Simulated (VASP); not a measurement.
Input of a VASP 6.6.1 run:

File INCAR:

```
SYSTEM = C
ALGO     = Normal         ! electronic algorithm
EDIFF    = 1E-7           ! SCF threshold, eV
ENCUT    = 520            ! plane-wave cutoff, eV
GGA      = PE             ! functional
ISIF     = 2              ! what is computed and relaxed
ISMEAR   = 0              ! smearing method
LASPH    = .True.         ! aspherical terms in the spheres
LCHARG   = .True.         ! write CHGCAR
LELF     = .True.         ! ELF
LREAL    = .False.        ! projectors in reciprocal space
LVHAR    = .True.       
LWAVE    = .False.        ! write WAVECAR
NBANDS   = 31             ! bands
NELM     = 80             ! most SCF steps
PREC     = Accurate       ! precision mode
SIGMA    = 0.05           ! smearing width, eV
```

The input KPOINTS:

```
k-points
0
Gamma
  12 12 12
  0 0 0
```

POSCAR

```
C
1.0
    1.2220000000      0.7055220289     10.0905666667
   -1.2220000000      0.7055220289     10.0905666667
    0.0000000000     -1.4110440579     10.0905666667
C
10
Direct
    0.0248257000      0.0248257000      0.0248257000
    0.9751743000      0.9751743000      0.9751743000
    0.1086810650      0.1086810650      0.1086810650
    0.8913189350      0.8913189350      0.8913189350
    0.1583663742      0.1583663742      0.1583663742
    0.8416336258      0.8416336258      0.8416336258
    0.3748589682      0.3748589682      0.3748589682
    0.6251410318      0.6251410318      0.6251410318
    0.4253192967      0.4253192967      0.4253192967
    0.5746807033      0.5746807033      0.5746807033
```

Potentials or basis: VASP PAW PBE potentials, release 64 (C).

Run with:

```sh
$ cat potpaw_PBE.64/C/POTCAR > POTCAR
$ mpirun -np 1 vasp_std > vasp.out
```

Problem. Predict the band gap on the k mesh.

Solution. 4.72 eV (least direct gap 5.59 eV).

Problem. Predict the largest force.

Solution. 0.110 eV/Å.

Problem. What does it give for the pressure?

Solution. 45.8 GPa.

Forces on the atoms (eV/Å):
```
C    0.000  0.000 -0.055
C    0.000  0.000  0.055
C    0.000  0.000  0.058
C    0.000  0.000 -0.058
C    0.000  0.000 -0.044
C    0.000  0.000  0.044
C    0.000  0.000  0.110
C    0.000  0.000 -0.110
C    0.000  0.000 -0.108
C    0.000  0.000  0.108
```

Caveat: the cell stands under pressure. PBE gaps usually lie below the measured ones, often by a third to a half.
